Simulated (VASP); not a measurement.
## As: single point with PBE

As:

```xyz
2
Lattice="1.9488 -1.1251 3.4429 0.0000 2.2503 3.4429 -1.9488 -1.1251 3.4429" Properties=species:S:1:pos:R:3 pbc="T T T"
As    0.0000    0.0000    2.3962
As    0.0000    0.0000    7.9324
```

```
Program             : VASP 6.6.1
Task                : single point
Functional          : PBE
Potentials or basis : VASP PAW PBE potentials, release 64 (As)
Cutoff              : 500 eV
k mesh              : 8 × 8 × 8
Occupations         : fermi-dirac, width 0.0816 eV
Spin                : no spin polarisation
```

| Property | Result |
| --- | --- |
| Pressure | -3.0 GPa |
| Largest force | 0.616 eV/Å |
| Band gap on the k mesh | zero (bands 5 and 6 overlap by 0.30 eV) |

Forces in eV/Å, atoms in the order of the input:
```
As   0.000  0.000 -0.616
As   0.000  0.000  0.616
```

Stress tensor (GPa, compression positive):
```
-3.45  0.00  0.00
 0.00 -3.45  0.00
 0.00  0.00 -2.22
```

Levels at points of the mesh, in eV from the Fermi level:
```
           k point  band 2  band 3  band 4  band 5  band 6  band 7  band 8  band 9
(0.00, 0.00, 0.00)   -6.08   -2.20   -1.90   -1.90    2.23    2.98    2.98    6.44
(0.50, 0.00, 0.00)  -10.93   -2.23   -2.12   -0.37   -0.33    0.23    0.77    9.25
(0.50, 0.50, 0.00)   -9.33   -5.93   -4.01   -3.90    1.98    5.16    6.12    6.91
(0.50, 0.50, 0.50)  -10.15   -1.50   -1.50   -0.75    0.34    0.34    1.18    8.40
```

Run time: 45 s on 1 thread of Intel Xeon 8259CL, with other jobs on the host, peak memory 0.18 GiB.

Caveat: the cell stands under tension.
